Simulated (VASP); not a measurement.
# CdO (Fm-3m) in VASP: single point with PBE

Aim: the single point of CdO with PBE.

Program: VASP 6.6.1. These are calculated values, not measurements. Logs are shortened: lines on timing, memory, paths and dates and some standing lists are left out, and cuts for length are marked.

### 1 The cell of the first run

Symmetry: Fm-3m, No. 225, cubic system. The conventional cell has a = 4.687 Å, b = 4.687 Å, c = 4.687 Å, α = 90.00°, β = 90.00°, γ = 90.00°. Within 3.1 Å of Cd (site symmetry m-3m) lie 6 O at 2.34 Å. O (site symmetry m-3m) has 6 Cd at 2.34 Å within 3.1 Å.

### 2 Single point, PBE

File INCAR:

```
  PREC = Accurate
  ENCUT = 700
  EDIFF = 1E-6
  ISMEAR = -1
  SIGMA = 0.1068
  LREAL = False
  LASPH = True
  NELM = 120
  ALGO = Normal
  ISIF = 2
  LWAVE = False
  LCHARG = False
  GGA = PE
  NBANDS = 20
  GGA_COMPAT = False
```

File KPOINTS:

```
regular mesh
0
Gamma
  7 7 7
```

File POSCAR:

```
CdO
1.0
    0.0000000000      2.3436118100      2.3436118100
    2.3436118100      0.0000000000      2.3436118100
    2.3436118100      2.3436118100      0.0000000000
Cd O
1 1
Direct
    0.0000000000      0.0000000000      0.0000000000
    0.5000000000      0.5000000000      0.5000000000
```

Potentials or basis: VASP PAW PBE potentials, release 64 (Cd_sv_GW, O).

Run with:

```bash
cat potpaw_PBE.64/Cd_sv_GW/POTCAR potpaw_PBE.64/O/POTCAR > POTCAR
mpirun -np 1 vasp_std > vasp.out
```

OUTCAR:

```text
PREC = Accurate
   ENCUT = 700
   EDIFF = 1E-6
   ISMEAR = -1
   LREAL = False
   LASPH = True
   NELM = 120
   ISIF = 2
   GGA = PE

 ion  position               nearest neighbor table
   1  0.000  0.000  0.000-
   2  0.500  0.500  0.500-

  LATTYP: Found a face centered cubic cell.
 ALAT       =     4.6872236200

  Lattice vectors:

 A1 = (   0.0000000000,   2.3436118100,   2.3436118100)
 A2 = (   2.3436118100,   0.0000000000,   2.3436118100)
 A3 = (   2.3436118100,   2.3436118100,   0.0000000000)

Analysis of symmetry for initial positions (statically):
=====================================================================
 Subroutine PRICEL returns:
 Original cell was already a primitive cell.

 Routine SETGRP: Setting up the symmetry group for a
 face centered cubic supercell.

 Subroutine GETGRP returns: Found 48 space group operations
 (whereof 48 operations were pure point group operations)
 out of a pool of 48 trial point group operations.

The static configuration has the point symmetry O_h .

Analysis of symmetry for dynamics (positions and initial velocities):
=====================================================================
 Subroutine PRICEL returns:
 Original cell was already a primitive cell.

 Routine SETGRP: Setting up the symmetry group for a
 face centered cubic supercell.

 Subroutine GETGRP returns: Found 48 space group operations
 (whereof 48 operations were pure point group operations)
 out of a pool of 48 trial point group operations.

The dynamic configuration has the point symmetry O_h .

 Subroutine INISYM returns: Found 48 space group operations
 (whereof 48 operations are pure point group operations),
 and found     1 'primitive' translations

----------------------------------------------------------------------------------------

                                     Primitive cell

  volume of cell :      25.7447

  direct lattice vectors                    reciprocal lattice vectors
     0.000000000  2.343611810  2.343611810    -0.213345912  0.213345912  0.213345912
     2.343611810  0.000000000  2.343611810     0.213345912 -0.213345912  0.213345912
     2.343611810  2.343611810  0.000000000     0.213345912  0.213345912 -0.213345912

  length of vectors
     3.314367607  3.314367607  3.314367607     0.369525960  0.369525960  0.369525960

  position of ions in fractional coordinates (direct lattice)
     0.000000000  0.000000000  0.000000000
     0.500000000  0.500000000  0.500000000

  ion indices of the primitive-cell ions
   primitive index   ion index
                 1           1
                 2           2

----------------------------------------------------------------------------------------

 KPOINTS: regular mesh

Automatic generation of k-mesh.
 Grid dimensions read from file:
 generate k-points for:    7    7    7

 Generating k-lattice:

  Cartesian coordinates                     Fractional coordinates (reciprocal lattice)
    -0.030477987  0.030477987  0.030477987     0.142857143  0.000000000  0.000000000
     0.030477987 -0.030477987  0.030477987     0.000000000  0.142857143  0.000000000
     0.030477987  0.030477987 -0.030477987     0.000000000  0.000000000  0.142857143

  Length of vectors
     0.052789423  0.052789423  0.052789423

  Shift w.r.t. Gamma in fractional coordinates (k-lattice)
     0.000000000  0.000000000  0.000000000

 Subroutine IBZKPT returns following result:
 ===========================================

 Found     20 irreducible k-points:

 Following reciprocal coordinates:
            Coordinates               Weight
  0.000000  0.000000  0.000000      1.000000
  0.142857  0.000000  0.000000      8.000000
  0.285714  0.000000  0.000000      8.000000
  0.428571  0.000000  0.000000      8.000000
  0.142857  0.142857  0.000000      6.000000
  0.285714  0.142857  0.000000     24.000000
[... 12 lines left out ...]
 -0.428571  0.428571  0.142857     24.000000
 -0.285714  0.428571  0.142857     24.000000
   k-points           NKPTS =     20   k-points in BZ     NKDIM =     20   number of bands    NBANDS=     20
   number of dos      NEDOS =    301   number of ions     NIONS =      2
   total plane-waves  NPLWV =  27000
   dimension x,y,z NGX =    30 NGY =   30 NGZ =   30
   dimension x,y,z NGXF=    60 NGYF=   60 NGZF=   60
   ions per type =               1   1
   NGX,Y,Z   is equivalent  to a cutoff of  15.05, 15.05, 15.05 a.u.
   NGXF,Y,Z  is equivalent  to a cutoff of  30.10, 30.10, 30.10 a.u.
 SYSTEM =  unknown system
   PREC   = accura    normal or accurate (medium, high low for compatibility)
   ISTART =      0    job   : 0-new  1-cont  2-samecut
   ICHARG =      2    charge: 1-file 2-atom 10-const
   ISPIN  =      1    spin polarized calculation?
   LNONCOLLINEAR =      F non collinear calculations
   LSORBIT =      F    spin-orbit coupling
   LASPH  =      T    aspherical Exc in radial PAW
   ENCUT  =  700.0 eV  51.45 Ry    7.17 a.u.   7.15  7.15  7.15*2*pi/ulx,y,z
   NELM   =    120;   NELMIN=  2; NELMDL= -5     # of ELM steps
   EDIFF  = 0.1E-05   stopping-criterion for ELM
   LREAL  =      F    real-space projection
   EDIFFG = 0.1E-04   stopping-criterion for IOM
   NSW    =      0    number of steps for IOM
   IBRION =     -1    ionic relax: 0-MD 1-quasi-New 2-CG
   NFREE  =      0    steps in history (QN), initial steepest desc. (CG)
   ISIF   =      2    stress and relaxation
   ISYM   =      2    0-nonsym 1-usesym 2-fastsym
   POTIM  = 0.5000    time-step for ionic-motion
   TEBEG  =    0.0;   TEEND  =   0.0 temperature during run
   PSTRESS=    0.0 pullay stress
   NELECT =      26.0000    total number of electrons
   NUPDOWN=      -1.0000    fix difference up-down
   EMIN   =  10.00;   EMAX   =-10.00  energy-range for DOS
   EFERMI =   0.00;   METHOD = LEGACY
   ISMEAR =    -1;   SIGMA  =   0.11  broadening in eV -4-tet -1-fermi 0-gaus
   EFERMI_NEDOS =   21; number of points for ismear=-14 and -15
   IALGO  =     38    algorithm
   IMIX   =      4    mixing-type and parameters
     AMIX     =   0.40;   BMIX     =  1.00
     AMIX_MAG =   1.60;   BMIX_MAG =  1.00
  volume/ion in A,a.u.               =      12.87        86.87
  Fermi-wavevector in a.u.,A,eV,Ry     =   1.642493  3.103862 36.705582  2.697784
  Thomas-Fermi vector in A             =   2.732786
   LORBIT       =      0    0 simple, 1 ext, 2 COOP (PROOUT), +10 PAW based schemes
   GGA     = PE    functional components
   LHFCALC =     F    Hartree Fock is set to
   AEXX    =    0.0000 exact exchange contribution
   IVDW    =     0    specifies the selected vdW correction
   LEPSILON=     F    determine dielectric tensor
   LRPA    =     F    only Hartree local field effects (RPA)
 non-spin polarized calculation
  energy-cutoff  :      700.00
  volume of cell :       25.74
 maximum number of plane-waves:      1096
 NGX is ok and might be reduce to    30
   NGX = 15   NGY = 15   NGZ = 15

 number of electron      25.9999998 magnetization

 Free energy of the ion-electron system (eV)
  ---------------------------------------------------
  ext. energy  EPLUGINS =         0.00000000
  ---------------------------------------------------
  free energy    TOTEN  =        -7.80700480 eV

  energy without entropy =       -7.80372641  energy(sigma->0) =       -7.80536560

 E-fermi :   5.4193     XC(G=0): -11.9579

 val. band max:        5.0136042018   @ k =   0.4286   0.0000   0.0000
 cond. band min:       6.2926950581   @ k =   0.1429   0.0000   0.0000
 fundamental gap:      1.2790908563
 Fermi energy:         5.4193379329

 k-point     1 :       0.0000    0.0000    0.0000
  band No.  band energies     occupation
      1     -95.3684      2.00000
      2     -56.4483      2.00000
      3     -56.4483      2.00000
      4     -56.4483      2.00000
      5     -12.3356      2.00000
      6      -1.6386      2.00000
[... 12 lines left out ...]
     19      23.4052      0.00000
     20      23.4052      0.00000

 k-point     2 :       0.1429    0.0000    0.0000
  band No.  band energies     occupation
      1     -95.3682      2.00000
      2     -56.4516      2.00000
      3     -56.4488      2.00000
      4     -56.4488      2.00000
      5     -12.1964      2.00000
      6      -1.7307      2.00000
[... 12 lines left out ...]
     19      23.8493      0.00000
     20      23.8493      0.00000

 k-point     3 :       0.2857    0.0000    0.0000
  band No.  band energies     occupation
      1     -95.3678      2.00000
      2     -56.4589      2.00000
      3     -56.4499      2.00000
      4     -56.4499      2.00000
      5     -11.8637      2.00000
      6      -2.0951      2.00000
[... 12 lines left out ...]
     19      24.9656      0.00000
     20      24.9656      0.00000

 k-point     4 :       0.4286    0.0000    0.0000
  band No.  band energies     occupation
      1     -95.3675      2.00000
      2     -56.4647      2.00000
      3     -56.4509      2.00000
      4     -56.4508      2.00000
      5     -11.5727      2.00000
      6      -2.5419      2.00000
[... 12 lines left out ...]
     19      26.1894      0.00000
     20      26.6149      0.00000

 k-point     5 :       0.1429    0.1429    0.0000
  band No.  band energies     occupation
      1     -95.3682      2.00000
      2     -56.4514      2.00000
      3     -56.4496      2.00000
      4     -56.4496      2.00000
      5     -12.1613      2.00000
      6      -1.7297      2.00000
[... 12 lines left out ...]
     19      24.6364      0.00000
     20      26.6551      0.00000
[... 261 lines left out ...]
      6      -2.0899      2.00000
[... 12 lines left out ...]
     19      26.7319      0.00000
     20      27.2291      0.00000

 k-point    18 :      -0.4286    0.2857    0.1429
  band No.  band energies     occupation
      1     -95.3672      2.00000
      2     -56.4624      2.00000
      3     -56.4562      2.00000
      4     -56.4527      2.00000
      5     -11.5813      2.00000
      6      -2.1452      2.00000
[... 12 lines left out ...]
     19      24.8515      0.00000
     20      28.1107      0.00000

 k-point    19 :      -0.4286    0.4286    0.1429
  band No.  band energies     occupation
      1     -95.3671      2.00000
      2     -56.4625      2.00000
      3     -56.4566      2.00000
      4     -56.4547      2.00000
      5     -11.6265      2.00000
      6      -1.9943      2.00000
[... 12 lines left out ...]
     19      26.5176      0.00000
     20      29.3141      0.00000

 k-point    20 :      -0.2857    0.4286    0.1429
  band No.  band energies     occupation
      1     -95.3671      2.00000
      2     -56.4605      2.00000
      3     -56.4595      2.00000
      4     -56.4544      2.00000
      5     -11.5758      2.00000
      6      -1.9911      2.00000
[... 12 lines left out ...]
     19      24.5925      0.00000
     20      29.7901      0.00000

------------------------ aborting loop because EDIFF is reached ----------------------------------------

  FORCE on cell =-STRESS in cart. coord.  units (eV):
  Direction    XX          YY          ZZ          XY          YZ          ZX
  --------------------------------------------------------------------------------------
  -------------------------------------------------------------------------------------
  Total        1.1392856      1.1392856      1.1392856      0.0000000      0.0000000     -0.0000000
  in kB       70.9016225     70.9016225     70.9016225      0.0000000      0.0000000     -0.0000000
  external PRESSURE =      70.9016225 kB  Pullay stress =       0.0000000 kB

 VOLUME and BASIS-vectors are now :
 -----------------------------------------------------------------------------
  energy-cutoff  :      700.00
  volume of cell :       25.74
      direct lattice vectors                 reciprocal lattice vectors
     0.000000000  2.343611810  2.343611810    -0.213345912  0.213345912  0.213345912
     2.343611810  0.000000000  2.343611810     0.213345912 -0.213345912  0.213345912
     2.343611810  2.343611810  0.000000000     0.213345912  0.213345912 -0.213345912

 POSITION                                       TOTAL-FORCE (eV/Angst)
 -----------------------------------------------------------------------------------
      0.00000      0.00000      0.00000         0.000000     -0.000000      0.000000
      2.34361      2.34361      2.34361        -0.000000      0.000000     -0.000000
 -----------------------------------------------------------------------------------
    total drift:                               -0.000000      0.000000      0.000000

  FREE ENERGIE OF THE ION-ELECTRON SYSTEM (eV)
  ---------------------------------------------------
  free  energy   TOTEN  =        -7.8070047992 eV

  energy  without entropy=       -7.8037264071  energy(sigma->0) =       -7.80536560
```

Wall time 26 s (1 thread of AMD EPYC 7R43 (Zen 3), shared host); peak memory 0.15 GiB.

What came out:

```
Free energy            : -7.8070 eV
Pressure               : 7.1 GPa
Band gap on the k mesh : zero (bands 13 and 14 overlap by 0.33 eV)
```

Caveat: the cell stands under pressure; semilocal functionals underestimate gaps, and a narrow one can read as zero.

The gap in the log of VASP goes by the Fermi energy; the results here count the filled bands.